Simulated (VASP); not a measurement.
# Si (I4_1/amd) in VASP: single point with PBE

Aim: the single point of Si with PBE.

Everything below comes from runs of VASP 6.6.1. Logs are shortened: lines on timing, memory, paths and dates and some standing lists are left out, and cuts for length are marked.

**1. The cell of the first run**

The structure is tetragonal, space group I4_1/amd (No. 141). Conventional cell: a = 4.743 Å, b = 4.743 Å, c = 2.659 Å, α = 90.00°, β = 90.00°, γ = 90.00°. Within 3.3 Å of Si (site symmetry -4m2) lie 10 Si at 2.46 to 3.10 Å.

**2. Single point, PBE**

INCAR

```
ALGO = Normal ; EDIFF = 1E-6
ENCUT = 500 ; GGA = PE
GGA_COMPAT = F ; ISIF = 2
ISMEAR = -1 ; LASPH = T
LCHARG = F ; LREAL = F
LWAVE = F ; NBANDS = 11
NELM = 120 ; PREC = Accurate
SIGMA = 0.1
```

KPOINTS

```
k-points
0
Gamma
  13 13 13
```

POSCAR

```
Si
1.0
   -2.3713700000      2.3713700000      1.3292700000
    2.3713700000     -2.3713700000      1.3292700000
    2.3713700000      2.3713700000     -1.3292700000
Si
2
Direct
    0.2500000000      0.7500000000      0.5000000000
    0.5000000000      0.5000000000      0.0000000000
```

Potentials or basis: VASP PAW PBE potentials, release 64 (Si).

Started as:

```console
$ cat potpaw_PBE.64/Si/POTCAR > POTCAR
$ mpirun -np 1 vasp_std > vasp.out
```

OUTCAR:

```text
EDIFF = 1E-6
   ENCUT = 500
   GGA = PE
   ISIF = 2
   ISMEAR = -1
   LASPH = T
   LREAL = F
   NELM = 120
   PREC = Accurate

 ion  position               nearest neighbor table
   1  0.250  0.750  0.500-   2 2.46   2 2.46   2 2.46   2 2.46   2 3.10   2 3.10   2 3.10   2 3.10

   2  0.500  0.500  0.000-   1 2.46   1 2.46   1 2.46   1 2.46   1 3.10   1 3.10   1 3.10   1 3.10

  LATTYP: Found a body centered tetragonal cell.
 ALAT       =     4.7427400000
 C/A-ratio  =     0.5605493871

  Lattice vectors:

 A1 = (  -2.3713700000,   2.3713700000,   1.3292700000)
 A2 = (   2.3713700000,  -2.3713700000,   1.3292700000)
 A3 = (   2.3713700000,   2.3713700000,  -1.3292700000)

Analysis of symmetry for initial positions (statically):
=====================================================================
 Subroutine PRICEL returns:
 Original cell was already a primitive cell.

 Routine SETGRP: Setting up the symmetry group for a
 body centered tetragonal supercell.

 Subroutine GETGRP returns: Found 16 space group operations
 (whereof  8 operations were pure point group operations)
 out of a pool of 16 trial point group operations.

The static configuration has the point symmetry D_2d.
 The point group associated with its full space group is D_4h.

Analysis of symmetry for dynamics (positions and initial velocities):
=====================================================================
 Subroutine PRICEL returns:
 Original cell was already a primitive cell.

 Routine SETGRP: Setting up the symmetry group for a
 body centered tetragonal supercell.

 Subroutine GETGRP returns: Found 16 space group operations
 (whereof  8 operations were pure point group operations)
 out of a pool of 16 trial point group operations.

The dynamic configuration has the point symmetry D_2d.
 The point group associated with its full space group is D_4h.

 Subroutine INISYM returns: Found 16 space group operations
 (whereof  8 operations are pure point group operations),
 and found     1 'primitive' translations

----------------------------------------------------------------------------------------

                                     Primitive cell

  volume of cell :      29.9000

  direct lattice vectors                    reciprocal lattice vectors
    -2.371370000  2.371370000  1.329270000     0.000000000  0.210848581  0.376146306
     2.371370000 -2.371370000  1.329270000     0.210848581  0.000000000  0.376146306
     2.371370000  2.371370000 -1.329270000     0.210848581  0.210848581  0.000000000

  length of vectors
     3.607457565  3.607457565  3.607457565     0.431211280  0.431211280  0.298184923

  position of ions in fractional coordinates (direct lattice)
     0.250000000  0.750000000  0.500000000
     0.500000000  0.500000000  0.000000000

  ion indices of the primitive-cell ions
   primitive index   ion index
                 1           1
                 2           2

----------------------------------------------------------------------------------------

 KPOINTS: k-points

Automatic generation of k-mesh.
 Grid dimensions read from file:
 generate k-points for:   13   13   13

 Generating k-lattice:

  Cartesian coordinates                     Fractional coordinates (reciprocal lattice)
     0.000000000  0.016219122  0.028934331     0.076923077  0.000000000  0.000000000
     0.016219122  0.000000000  0.028934331     0.000000000  0.076923077  0.000000000
     0.016219122  0.016219122  0.000000000     0.000000000  0.000000000  0.076923077

  Length of vectors
     0.033170098  0.033170098  0.022937302

  Shift w.r.t. Gamma in fractional coordinates (k-lattice)
     0.000000000  0.000000000  0.000000000

 Subroutine IBZKPT returns following result:
 ===========================================

 Found    196 irreducible k-points:

 Following reciprocal coordinates:
            Coordinates               Weight
  0.000000  0.000000  0.000000      1.000000
  0.076923  0.000000 -0.000000      8.000000
  0.153846  0.000000 -0.000000      8.000000
  0.230769  0.000000 -0.000000      8.000000
  0.307692  0.000000 -0.000000      8.000000
  0.384615  0.000000  0.000000      8.000000
[... 16 lines left out ...]
  0.384615  0.153846  0.000000     16.000000
  0.461538  0.153846 -0.000000     16.000000
 [... further k-points ...]
   k-points           NKPTS =    196   k-points in BZ     NKDIM =    196   number of bands    NBANDS=     11
   number of dos      NEDOS =    301   number of ions     NIONS =      2
   total plane-waves  NPLWV =  21952
   dimension x,y,z NGX =    28 NGY =   28 NGZ =   28
   dimension x,y,z NGXF=    56 NGYF=   56 NGZF=   56
   ions per type =               2
   NGX,Y,Z   is equivalent  to a cutoff of  12.90, 12.90, 12.90 a.u.
   NGXF,Y,Z  is equivalent  to a cutoff of  25.81, 25.81, 25.81 a.u.
 SYSTEM =  unknown system
   PREC   = accura    normal or accurate (medium, high low for compatibility)
   ISTART =      0    job   : 0-new  1-cont  2-samecut
   ICHARG =      2    charge: 1-file 2-atom 10-const
   ISPIN  =      1    spin polarized calculation?
   LNONCOLLINEAR =      F non collinear calculations
   LSORBIT =      F    spin-orbit coupling
   LASPH  =      T    aspherical Exc in radial PAW
   ENCUT  =  500.0 eV  36.75 Ry    6.06 a.u.   6.58  6.58  6.58*2*pi/ulx,y,z
   NELM   =    120;   NELMIN=  2; NELMDL= -5     # of ELM steps
   EDIFF  = 0.1E-05   stopping-criterion for ELM
   LREAL  =      F    real-space projection
   EDIFFG = 0.1E-04   stopping-criterion for IOM
   NSW    =      0    number of steps for IOM
   IBRION =     -1    ionic relax: 0-MD 1-quasi-New 2-CG
   NFREE  =      0    steps in history (QN), initial steepest desc. (CG)
   ISIF   =      2    stress and relaxation
   ISYM   =      2    0-nonsym 1-usesym 2-fastsym
   POTIM  = 0.5000    time-step for ionic-motion
   TEBEG  =    0.0;   TEEND  =   0.0 temperature during run
   PSTRESS=    0.0 pullay stress
   NELECT =       8.0000    total number of electrons
   NUPDOWN=      -1.0000    fix difference up-down
   EMIN   =  10.00;   EMAX   =-10.00  energy-range for DOS
   EFERMI =   0.00;   METHOD = LEGACY
   ISMEAR =    -1;   SIGMA  =   0.10  broadening in eV -4-tet -1-fermi 0-gaus
   EFERMI_NEDOS =   21; number of points for ismear=-14 and -15
   IALGO  =     38    algorithm
   IMIX   =      4    mixing-type and parameters
     AMIX     =   0.40;   BMIX     =  1.00
     AMIX_MAG =   1.60;   BMIX_MAG =  1.00
  volume/ion in A,a.u.               =      14.95       100.89
  Fermi-wavevector in a.u.,A,eV,Ry     =   1.054907  1.993485 15.140958  1.112829
  Thomas-Fermi vector in A             =   2.190085
   LORBIT       =      0    0 simple, 1 ext, 2 COOP (PROOUT), +10 PAW based schemes
   GGA     = PE    functional components
   LHFCALC =     F    Hartree Fock is set to
   AEXX    =    0.0000 exact exchange contribution
   IVDW    =     0    specifies the selected vdW correction
   LEPSILON=     F    determine dielectric tensor
   LRPA    =     F    only Hartree local field effects (RPA)
 non-spin polarized calculation
  energy-cutoff  :      500.00
  volume of cell :       29.90
 maximum number of plane-waves:       777
   NGX = 13   NGY = 13   NGZ = 13

 number of electron       8.0000000 magnetization

 Free energy of the ion-electron system (eV)
  ---------------------------------------------------
  ext. energy  EPLUGINS =         0.00000000
  ---------------------------------------------------
  free energy    TOTEN  =       -10.27220936 eV

  energy without entropy =      -10.24990463  energy(sigma->0) =      -10.26105700

 E-fermi :   9.3926     XC(G=0): -10.9835

 val. band max:        9.3885239206   @ k =  -0.0769   0.3077   0.0769
 cond. band min:       9.4463076102   @ k =  -0.4615   0.0769   0.0000
 fundamental gap:      0.0577836896
 Fermi energy:         9.3925524968

 k-point     1 :       0.0000    0.0000    0.0000
  band No.  band energies     occupation
      1      -4.5096      2.00000
      2       6.9505      2.00000
      3       6.9505      2.00000
      4       7.6570      2.00000
      5      10.9505      0.00000
      6      16.9164      0.00000
      7      18.5331      0.00000
      8      18.5434      0.00000
      9      18.5434      0.00000
     10      19.6559      0.00000
     11      20.1258      0.00000

 k-point     2 :       0.0769    0.0000   -0.0000
  band No.  band energies     occupation
      1      -4.3511      2.00000
      2       6.4591      2.00000
      3       6.8712      2.00000
      4       8.4154      1.99989
      5      11.3178      0.00000
      6      15.9623      0.00000
      7      16.7039      0.00000
      8      18.1330      0.00000
      9      18.2066      0.00000
     10      19.3800      0.00000
     11      21.0572      0.00000

 k-point     3 :       0.1538    0.0000   -0.0000
  band No.  band energies     occupation
      1      -3.8768      2.00000
      2       5.9960      2.00000
      3       6.7393      2.00000
      4       9.6230      0.18158
      5      12.2890      0.00000
      6      13.8340      0.00000
      7      14.4887      0.00000
      8      16.8500      0.00000
      9      16.8938      0.00000
     10      18.2202      0.00000
     11      20.6391      0.00000

 k-point     4 :       0.2308    0.0000   -0.0000
  band No.  band energies     occupation
      1      -3.0897      2.00000
      2       5.7963      2.00000
      3       6.7107      2.00000
      4      10.1284      0.00127
      5      12.0656      0.00000
      6      12.6763      0.00000
      7      13.4308      0.00000
      8      15.3152      0.00000
      9      15.7706      0.00000
     10      17.1495      0.00000
     11      21.0187      0.00000

 k-point     5 :       0.3077    0.0000   -0.0000
  band No.  band energies     occupation
      1      -1.9955      2.00000
      2       5.8331      2.00000
      3       6.8588      2.00000
      4       7.9973      2.00000
      5      10.8466      0.00000
      6      12.7656      0.00000
      7      13.4153      0.00000
      8      14.9325      0.00000
      9      16.1002      0.00000
     10      16.4133      0.00000
     11      21.8309      0.00000
[... 211 lines left out ...]
 k-point    21 :       0.2308    0.1538   -0.0000
  band No.  band energies     occupation
      1      -1.0463      2.00000
      2       6.1004      2.00000
      3       6.8896      2.00000
      4       7.5695      2.00000
      5       9.7628      0.04814
      6      12.3028      0.00000
      7      12.4447      0.00000
      8      13.4460      0.00000
      9      16.9762      0.00000
     10      17.5677      0.00000
     11      20.4968      0.00000

 k-point    22 :       0.3077    0.1538   -0.0000
  band No.  band energies     occupation
      1       0.4787      2.00000
      2       4.3939      2.00000
      3       6.1115      2.00000
      4       6.9732      2.00000
      5       9.6373      0.15919
      6      11.5543      0.00000
      7      12.5364      0.00000
      8      15.0389      0.00000
      9      17.3431      0.00000
     10      19.3256      0.00000
     11      21.5310      0.00000

 k-point    23 :       0.3846    0.1538    0.0000
  band No.  band energies     occupation
      1       1.8843      2.00000
      2       2.7299      2.00000
      3       5.0830      2.00000
      4       7.5096      2.00000
      5       9.1655      1.81280
      6      11.6226      0.00000
      7      12.7610      0.00000
      8      16.6787      0.00000
      9      17.8600      0.00000
     10      20.7278      0.00000
     11      21.6296      0.00000

 k-point    24 :       0.4615    0.1538   -0.0000
  band No.  band energies     occupation
      1       0.4119      2.00000
      2       3.8944      2.00000
      3       4.8376      2.00000
      4       7.6643      2.00000
      5       9.3497      1.21117
      6      11.9837      0.00000
      7      13.5454      0.00000
      8      16.5491      0.00000
      9      18.3180      0.00000
     10      20.5498      0.00000
     11      21.6896      0.00000

 [... further k-points ...]
[... 5 lines left out ...]
  --------------------------------------------------------------------------------------
  -------------------------------------------------------------------------------------
  Total        0.8193196      0.8193196      0.1938034      0.0000000      0.0000000      0.0000000
  in kB       43.9027884     43.9027884     10.3848480      0.0000000      0.0000000      0.0000000
  external PRESSURE =      32.7301416 kB  Pullay stress =       0.0000000 kB

 VOLUME and BASIS-vectors are now :
 -----------------------------------------------------------------------------
  energy-cutoff  :      500.00
  volume of cell :       29.90
      direct lattice vectors                 reciprocal lattice vectors
    -2.371370000  2.371370000  1.329270000     0.000000000  0.210848581  0.376146306
     2.371370000 -2.371370000  1.329270000     0.210848581  0.000000000  0.376146306
     2.371370000  2.371370000 -1.329270000     0.210848581  0.210848581  0.000000000

 POSITION                                       TOTAL-FORCE (eV/Angst)
 -----------------------------------------------------------------------------------
      2.37137      0.00000      0.66463        -0.000000      0.000000     -0.000000
      0.00000      0.00000      1.32927         0.000000     -0.000000      0.000000
 -----------------------------------------------------------------------------------
    total drift:                                0.000000      0.000000      0.000000

  FREE ENERGIE OF THE ION-ELECTRON SYSTEM (eV)
  ---------------------------------------------------
  free  energy   TOTEN  =       -10.2722093577 eV

  energy  without entropy=      -10.2499046330  energy(sigma->0) =      -10.26105700
```

Wall time 78 s (1 thread of AMD EPYC 7R43 (Zen 3), shared host); peak memory 0.14 GiB.

Results:

| Item | Value |
| --- | --- |
| Free energy | -10.2722 eV |
| Pressure | 3.3 GPa |
| Band gap on the k mesh | zero (band 4 reaches 11.49 eV, above the bottom of band 5 at 5.29 eV) |
